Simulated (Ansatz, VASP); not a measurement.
# AlGa3N4: VASP beside Ansatz

Contents of INCAR:

```
  PREC = Accurate
  ENCUT = 520
  EDIFF = 1E-7
  ISMEAR = 0
  SIGMA = 0.05
  LREAL = F
  LASPH = T
  NELM = 100
  ALGO = Normal
  ISIF = 2
  LWAVE = F
  LCHARG = F
  GGA = CA
  NBANDS = 41
```

KPOINTS

```
Automatic mesh
0
Gamma
  6 6 6
```

POSCAR

```
AlGa3N4
1.0
    4.5417998259      0.0000000000      0.0000000000
    0.0000000000      4.5417998259      0.0000000000
    0.0000000000      0.0000000000      4.5417998259
Al Ga N
1 3 4
Direct
    0.0000000000      0.0000000000      0.0000000000
    0.5000000000      0.5000000000      0.0000000000
    0.5000000000      0.0000000000      0.5000000000
    0.0000000000      0.5000000000      0.5000000000
    0.7548078379      0.7548078379      0.2451921621
    0.7548078379      0.2451921621      0.7548078379
    0.2451921621      0.7548078379      0.7548078379
    0.2451921621      0.2451921621      0.2451921621
```

Input for Ansatz:

```yaml
crystal:
  lattice:
    - [4.5417998259, 0.0, 0.0]
    - [0.0, 4.5417998259, 0.0]
    - [0.0, 0.0, 4.5417998259]
  atoms:
    - { symbol: Al, position: [0.0, 0.0, 0.0] }
    - { symbol: Ga, position: [0.5, 0.5, 0.0] }
    - { symbol: Ga, position: [0.5, 0.0, 0.5] }
    - { symbol: Ga, position: [0.0, 0.5, 0.5] }
    - { symbol: "N", position: [0.7548078379, 0.7548078379, 0.2451921621] }
    - { symbol: "N", position: [0.7548078379, 0.2451921621, 0.7548078379] }
    - { symbol: "N", position: [0.2451921621, 0.7548078379, 0.7548078379] }
    - { symbol: "N", position: [0.2451921621, 0.2451921621, 0.2451921621] }
basis:
  ecutwfc: 520.0
kpoints:
  mp_grid: { grid: [6, 6, 6] }
hamiltonian:
  xc: lda
  pseudopotentials: { kind: paw, azcp: { folder: soft_1 } }
scf:
  occupations: { method: gaussian, width: 0.05 }
output:
  forces: true
  stress: true
  eigenvalues: true
  write_density: true
  write_potential: true
  elf: true
  volumetric_format: npy
```

Alike in both runs: task single point; functional LDA; k mesh 6 × 6 × 6; occupations gaussian, width 0.05 eV; no spin polarisation.

|  | VASP | Ansatz |
| --- | --- | --- |
| version | VASP 6.6.1 | Ansatz 0.2.0 |
| potentials or method | VASP PAW LDA potentials, release 64 (Al, Ga_d, N), cutoff 520 eV | scalar-relativistic, plane waves, PAW |
| valence electrons in the cell | 62 | 62 |

VASP gave:

```
gap on the k mesh at the Fermi level (eV) : 2.03
least direct gap on the mesh (eV)         : 2.03
pressure (GPa)                            : -12.6
rms of the force components (eV/Å)        : 0.008
```

Estimate Ansatz's values.

gap on the k mesh at the Fermi level (eV): 2.02; least direct gap on the mesh (eV): 2.02; pressure (GPa): -13.4; rms of the force components (eV/Å): 0.003.

Ansatz warns that its potentials were made for another functional, while VASP's fit it. LDA's correlation is that of Perdew and Zunger in VASP and of Perdew and Wang (1992) in Ansatz. Atom by atom the forces differ by 0.011 eV/Å (rms over components).
